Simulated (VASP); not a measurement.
# SrTl in VASP: a series of runs, part 2 of 2

VASP 6.6.1. Earlier steps stand in the parts before.

## Step 3: Electric field gradients, LDA

This run uses another cell than the first one, of 32.77 Å³/atom.

File INCAR:

```
ALGO = Normal
EDIFF = 1E-8
ENCUT = 520
GGA = CA
ISIF = 2
ISMEAR = -1
LASPH = T
LCHARG = F
LEFG = T
LREAL = F
LWAVE = F
NBANDS = 18
NELM = 60
PREC = Accurate
SIGMA = 0.05
```

File KPOINTS:

```
k-points
0
Gamma
  8 8 8
```

File POSCAR:

```
SrTl
1.0
    4.0320000000      0.0000000000      0.0000000000
    0.0000000000      4.0320000000      0.0000000000
    0.0000000000      0.0000000000      4.0320000000
Sr Tl
1 1
Direct
    0.0000000000      0.0000000000      0.0000000000
    0.5000000000      0.5000000000      0.5000000000
```

Potentials or basis: VASP PAW LDA potentials, release 64 (Sr_sv, Tl_d).

Launch:

```console
$ cat potpaw_LDA.64/Sr_sv/POTCAR potpaw_LDA.64/Tl_d/POTCAR > POTCAR
$ mpirun -np 1 vasp_std > vasp.out
```

OUTCAR:

```text
EDIFF = 1E-8
   ENCUT = 520
   GGA = CA
   ISIF = 2
   ISMEAR = -1
   LASPH = T
   LREAL = F
   NELM = 60
   PREC = Accurate

 ion  position               nearest neighbor table
   1  0.000  0.000  0.000-   2 3.49   2 3.49   2 3.49   2 3.49   2 3.49   2 3.49   2 3.49   2 3.49

   2  0.500  0.500  0.500-   1 3.49   1 3.49   1 3.49   1 3.49   1 3.49   1 3.49   1 3.49   1 3.49

  LATTYP: Found a simple cubic cell.
 ALAT       =     4.0320000000

  Lattice vectors:

 A1 = (   4.0320000000,   0.0000000000,   0.0000000000)
 A2 = (   0.0000000000,   4.0320000000,   0.0000000000)
 A3 = (   0.0000000000,   0.0000000000,   4.0320000000)

Analysis of symmetry for initial positions (statically):
=====================================================================
 Subroutine PRICEL returns:
 Original cell was already a primitive cell.

 Routine SETGRP: Setting up the symmetry group for a
 simple cubic supercell.

 Subroutine GETGRP returns: Found 48 space group operations
 (whereof 48 operations were pure point group operations)
 out of a pool of 48 trial point group operations.

The static configuration has the point symmetry O_h .

Analysis of symmetry for dynamics (positions and initial velocities):
=====================================================================
 Subroutine PRICEL returns:
 Original cell was already a primitive cell.

 Routine SETGRP: Setting up the symmetry group for a
 simple cubic supercell.

 Subroutine GETGRP returns: Found 48 space group operations
 (whereof 48 operations were pure point group operations)
 out of a pool of 48 trial point group operations.

The dynamic configuration has the point symmetry O_h .

 Subroutine INISYM returns: Found 48 space group operations
 (whereof 48 operations are pure point group operations),
 and found     1 'primitive' translations

----------------------------------------------------------------------------------------

                                     Primitive cell

  volume of cell :      65.5483

  direct lattice vectors                    reciprocal lattice vectors
     4.032000000  0.000000000  0.000000000     0.248015873  0.000000000  0.000000000
     0.000000000  4.032000000  0.000000000     0.000000000  0.248015873  0.000000000
     0.000000000  0.000000000  4.032000000     0.000000000  0.000000000  0.248015873

  length of vectors
     4.032000000  4.032000000  4.032000000     0.248015873  0.248015873  0.248015873

  position of ions in fractional coordinates (direct lattice)
     0.000000000  0.000000000  0.000000000
     0.500000000  0.500000000  0.500000000

  ion indices of the primitive-cell ions
   primitive index   ion index
                 1           1
                 2           2

----------------------------------------------------------------------------------------

 KPOINTS: k-points

Automatic generation of k-mesh.
 Grid dimensions read from file:
 generate k-points for:    8    8    8

 Generating k-lattice:

  Cartesian coordinates                     Fractional coordinates (reciprocal lattice)
[... 70 lines left out ...]
   PSTRESS=    0.0 pullay stress
   NELECT =      23.0000    total number of electrons
   NUPDOWN=      -1.0000    fix difference up-down
   EMIN   =  10.00;   EMAX   =-10.00  energy-range for DOS
   EFERMI =   0.00;   METHOD = LEGACY
   ISMEAR =    -1;   SIGMA  =   0.05  broadening in eV -4-tet -1-fermi 0-gaus
   EFERMI_NEDOS =   21; number of points for ismear=-14 and -15
   IALGO  =     38    algorithm
   IMIX   =      4    mixing-type and parameters
     AMIX     =   0.40;   BMIX     =  1.00
     AMIX_MAG =   1.60;   BMIX_MAG =  1.00
  volume/ion in A,a.u.               =      32.77       221.17
  Fermi-wavevector in a.u.,A,eV,Ry     =   1.154685  2.182039 18.140618  1.333298
  Thomas-Fermi vector in A             =   2.291320
   LORBIT       =      0    0 simple, 1 ext, 2 COOP (PROOUT), +10 PAW based schemes
   GGA     = CA    functional components
   LHFCALC =     F    Hartree Fock is set to
   AEXX    =    0.0000 exact exchange contribution
   IVDW    =     0    specifies the selected vdW correction
   LEPSILON=     F    determine dielectric tensor
   LRPA    =     F    only Hartree local field effects (RPA)
 non-spin polarized calculation
  energy-cutoff  :      520.00
  volume of cell :       65.55
 maximum number of plane-waves:      1791
 NGX is ok and might be reduce to    30
   NGX = 15   NGY = 15   NGZ = 15

 number of electron      23.0000007 magnetization

 Free energy of the ion-electron system (eV)
  ---------------------------------------------------
  ext. energy  EPLUGINS =         0.00000000
  ---------------------------------------------------
  free energy    TOTEN  =        -5.86985455 eV

  energy without entropy =       -5.85608380  energy(sigma->0) =       -5.86296918

 E-fermi :   4.2188     XC(G=0):  -9.5910

 val. band max:        4.1720715198   @ k =   0.2500   0.2500   0.2500
 cond. band min:       4.2702433395   @ k =   0.3750   0.2500   0.1250
 fundamental gap:      0.0981718197
 Fermi energy:         4.2187548804

 k-point     1 :       0.0000    0.0000    0.0000
  band No.  band energies     occupation
      1     -31.3868      2.00000
      2     -13.4370      2.00000
      3     -13.4370      2.00000
      4     -13.4370      2.00000
      5      -7.2149      2.00000
      6      -7.2149      2.00000
[... 481 lines left out ...]
      5      -7.1984      2.00000
      6      -7.1444      2.00000
[... 10 lines left out ...]
     17      10.2598      0.00000
     18      10.6990      0.00000

 [... further k-points ...]

------------------------ aborting loop because EDIFF is reached ----------------------------------------

  FORCE on cell =-STRESS in cart. coord.  units (eV):
  Direction    XX          YY          ZZ          XY          YZ          ZX
  --------------------------------------------------------------------------------------
  -------------------------------------------------------------------------------------
  Total       -0.7256618     -0.7256618     -0.7256618      0.0000000      0.0000000     -0.0000000
  in kB      -17.7371265    -17.7371265    -17.7371265      0.0000000      0.0000000     -0.0000000
  external PRESSURE =     -17.7371265 kB  Pullay stress =       0.0000000 kB

 VOLUME and BASIS-vectors are now :
 -----------------------------------------------------------------------------
  energy-cutoff  :      520.00
  volume of cell :       65.55
      direct lattice vectors                 reciprocal lattice vectors
     4.032000000  0.000000000  0.000000000     0.248015873  0.000000000  0.000000000
     0.000000000  4.032000000  0.000000000     0.000000000  0.248015873  0.000000000
     0.000000000  0.000000000  4.032000000     0.000000000  0.000000000  0.248015873

 POSITION                                       TOTAL-FORCE (eV/Angst)
 -----------------------------------------------------------------------------------
      0.00000      0.00000      0.00000         0.000000      0.000000      0.000000
      2.01600      2.01600      2.01600         0.000000      0.000000      0.000000
 -----------------------------------------------------------------------------------
    total drift:                                0.000000      0.000000      0.000000

  FREE ENERGIE OF THE ION-ELECTRON SYSTEM (eV)
  ---------------------------------------------------
  free  energy   TOTEN  =        -5.8698545490 eV

  energy  without entropy=       -5.8560838020  energy(sigma->0) =       -5.86296918

 Electric field gradients (V/A^2)
---------------------------------------------------------------------
 ion       V_xx      V_yy      V_zz      V_xy      V_xz      V_yz
---------------------------------------------------------------------
   1      -0.000     0.000     0.000     0.000    -0.000     0.000
   2      -0.000    -0.000    -0.000     0.000     0.000     0.000
---------------------------------------------------------------------

 Electric field gradients after diagonalization (V/A^2)
 (convention: |V_zz| > |V_xx| > |V_yy|)
----------------------------------------------------------------------
 ion       V_xx      V_yy      V_zz     asymmetry (V_yy - V_xx)/ V_zz
----------------------------------------------------------------------
   1       0.000    -0.000     0.000      -0.607
   2      -0.000    -0.000    -0.000      -0.338
----------------------------------------------------------------------

           NMR quadrupolar parameters

 Cq : quadrupolar parameter    Cq=e*Q*V_zz/h
 eta: asymmetry parameters     (V_yy - V_xx)/ V_zz
 Q  : nuclear electric quadrupole moment in mb (millibarn)
----------------------------------------------------------------------
 ion       Cq(MHz)       eta       Q (mb)
----------------------------------------------------------------------
   1       0.000      -0.607       1.000
   2      -0.000      -0.338       1.000
----------------------------------------------------------------------
```

OSZICAR:

```text
N       E                     dE             d eps       ncg     rms          rms(c)
DAV:   1     0.112061330703E+03    0.11206E+03   -0.11679E+04  1268   0.116E+03
DAV:   2    -0.255501334670E+01   -0.11462E+03   -0.11262E+03  1456   0.257E+02
DAV:   3    -0.590753555722E+01   -0.33525E+01   -0.33346E+01  2014   0.354E+01
DAV:   4    -0.596131338329E+01   -0.53778E-01   -0.53710E-01  1608   0.368E+00
DAV:   5    -0.596196917202E+01   -0.65579E-03   -0.65571E-03  1706   0.413E-01    0.167E+01
DAV:   6    -0.588844985314E+01    0.73519E-01   -0.14950E-01  1376   0.277E+00    0.928E+00
DAV:   7    -0.587137875708E+01    0.17071E-01   -0.69129E-02  1438   0.217E+00    0.792E-01
DAV:   8    -0.586977273574E+01    0.16060E-02   -0.12876E-02  1884   0.676E-01    0.115E-01
DAV:   9    -0.586983035251E+01   -0.57617E-04   -0.32941E-04  1436   0.948E-02    0.658E-02
DAV:  10    -0.586985465482E+01   -0.24302E-04   -0.34287E-05  1792   0.390E-02    0.694E-03
DAV:  11    -0.586985454006E+01    0.11476E-06   -0.66946E-07  1592   0.564E-03    0.493E-03
DAV:  12    -0.586985454396E+01   -0.38967E-08   -0.35838E-07  2026   0.256E-03    0.981E-04
DAV:  13    -0.586985454904E+01   -0.50782E-08   -0.21417E-08  1200   0.105E-03
   1 F= -.58698545E+01 E0= -.58629692E+01  d E =-.137707E-01
```

stdout:

```text
POSCAR found type information on POSCAR SrTl
 POSCAR found :  2 types and       2 ions
 scaLAPACK will be used
 LDA part: xc-table for (Slater(with rela. corr.)+CA(PZ))
 , standard interpolation
 POSCAR, INCAR and KPOINTS ok, starting setup
 FFT: planning ... GRIDC
 FFT: planning ... GRID_SOFT
 FFT: planning ... GRID
 WAVECAR not read
 entering main loop
ion   1

ion   2
```

Run time: 21 s. Hardware: 1 thread of Intel Xeon Platinum 8488C (Sapphire Rapids), shared host; peak memory 0.17 GiB.

Results:

```
Free energy                             : -5.8699 eV
Pressure                                : -1.8 GPa
Band gap on the k mesh                  : zero (an odd number of electrons rules out a gap without spin polarisation)
Largest electric field gradient by atom : zero within the noise of the run
```

Caveat: spin-orbit coupling is left out, which moves the levels of the heavy elements.

## Step 4: Electric field gradients, LDA (30.81 Å³/atom)

This run uses another cell than the first one, of 30.81 Å³/atom.

File INCAR:

```
PREC = Accurate
ENCUT = 520
EDIFF = 1E-8
ISMEAR = -1
SIGMA = 0.05
LREAL = False
LASPH = True
NELM = 60
ALGO = Normal
ISIF = 2
LWAVE = False
LCHARG = False
GGA = CA
LEFG = True
NBANDS = 18
```

File KPOINTS:

```
regular mesh
0
Gamma
  8 8 8
```

File POSCAR:

```
SrTl
1.0
    3.9496911903      0.0000000000      0.0000000000
    0.0000000000      3.9496911903      0.0000000000
    0.0000000000      0.0000000000      3.9496911903
Sr Tl
1 1
Direct
    0.0000000000      0.0000000000      0.0000000000
    0.5000000000      0.5000000000      0.5000000000
```

Potentials or basis: VASP PAW LDA potentials, release 64 (Sr_sv, Tl_d).

Launch:

```console
$ cat potpaw_LDA.64/Sr_sv/POTCAR potpaw_LDA.64/Tl_d/POTCAR > POTCAR
$ mpirun -np 1 vasp_std > vasp.out
```

OUTCAR:

```text
PREC = Accurate
   ENCUT = 520
   EDIFF = 1E-8
   ISMEAR = -1
   LREAL = False
   LASPH = True
   NELM = 60
   ISIF = 2
   GGA = CA

 ion  position               nearest neighbor table
   1  0.000  0.000  0.000-   2 3.42   2 3.42   2 3.42   2 3.42   2 3.42   2 3.42   2 3.42   2 3.42

   2  0.500  0.500  0.500-   1 3.42   1 3.42   1 3.42   1 3.42   1 3.42   1 3.42   1 3.42   1 3.42

  LATTYP: Found a simple cubic cell.
 ALAT       =     3.9496911903

  Lattice vectors:

[... 718 lines left out ...]
  ---------------------------------------------------
  free  energy   TOTEN  =        -5.8900501102 eV

  energy  without entropy=       -5.8762855087  energy(sigma->0) =       -5.88316781

 Electric field gradients (V/A^2)
---------------------------------------------------------------------
 ion       V_xx      V_yy      V_zz      V_xy      V_xz      V_yz
---------------------------------------------------------------------
   1      -0.000     0.000     0.000    -0.000     0.000    -0.000
   2      -0.000    -0.000     0.000    -0.000     0.000     0.000
---------------------------------------------------------------------

 Electric field gradients after diagonalization (V/A^2)
 (convention: |V_zz| > |V_xx| > |V_yy|)
----------------------------------------------------------------------
 ion       V_xx      V_yy      V_zz     asymmetry (V_yy - V_xx)/ V_zz
----------------------------------------------------------------------
   1       0.000    -0.000     0.000      -0.334
   2      -0.000     0.000    -0.000      -0.872
----------------------------------------------------------------------

           NMR quadrupolar parameters

 Cq : quadrupolar parameter    Cq=e*Q*V_zz/h
 eta: asymmetry parameters     (V_yy - V_xx)/ V_zz
 Q  : nuclear electric quadrupole moment in mb (millibarn)
----------------------------------------------------------------------
 ion       Cq(MHz)       eta       Q (mb)
----------------------------------------------------------------------
   1       0.000      -0.334       1.000
   2      -0.000      -0.872       1.000
----------------------------------------------------------------------
```

stdout:

```text
POSCAR found type information on POSCAR SrTl
 POSCAR found :  2 types and       2 ions
 scaLAPACK will be used
 LDA part: xc-table for (Slater(with rela. corr.)+CA(PZ))
 , standard interpolation
 POSCAR, INCAR and KPOINTS ok, starting setup
 FFT: planning ... GRIDC
 FFT: planning ... GRID_SOFT
 FFT: planning ... GRID
 WAVECAR not read
 entering main loop
ion   1

ion   2
```

Wall time 52 s (1 thread of Intel Xeon 8259CL, shared host); peak memory 0.17 GiB.

Results:

```yaml
Free_energy: -5.8901 eV
Pressure: 0.1 GPa
Band_gap_on_the_k_mesh: zero (an odd number of electrons rules out a gap without spin polarisation)
Largest_electric_field_gradient_by_atom: zero within the noise of the run
```

Levels at points of the mesh, in eV from the Fermi level:
```tsv
k point	band 10	band 11	band 12	band 13	band 14	band 15
(0.00, 0.00, 0.00)	-8.13	1.20	1.20	3.06	3.06	3.06
(0.50, 0.00, 0.00)	-6.43	-3.12	1.53	1.59	1.59	5.21
(0.50, 0.50, 0.00)	-6.08	-0.79	-0.79	1.01	3.82	3.82
(0.50, 0.50, 0.50)	-4.65	-1.61	-1.61	-1.61	4.75	4.75
```

Caveat: spin-orbit coupling is left out, which moves the levels of the heavy elements.

## Step 5: Summary

```csv
cell,gap on the mesh (eV),pressure (GPa)
"a = 4.113, b = 4.113, c = 4.032 Å, 2 atoms",none,-2.7
"a = 4.032 Å, 2 atoms",none,-1.8
"a = 3.950 Å, 2 atoms",none,0.1
```

Alike in all rows: task electric field gradients; level LDA; potentials or basis VASP PAW LDA potentials, release 64 (Sr_sv, Tl_d); no spin polarisation; k mesh 8 × 8 × 8; cutoff (eV) 520; smearing fermi-dirac 0.05 eV.

Caveats: spin-orbit coupling is left out, which moves the levels of the heavy elements.

Total energies depend on the potentials used, so only differences within one code and one set of settings carry meaning.
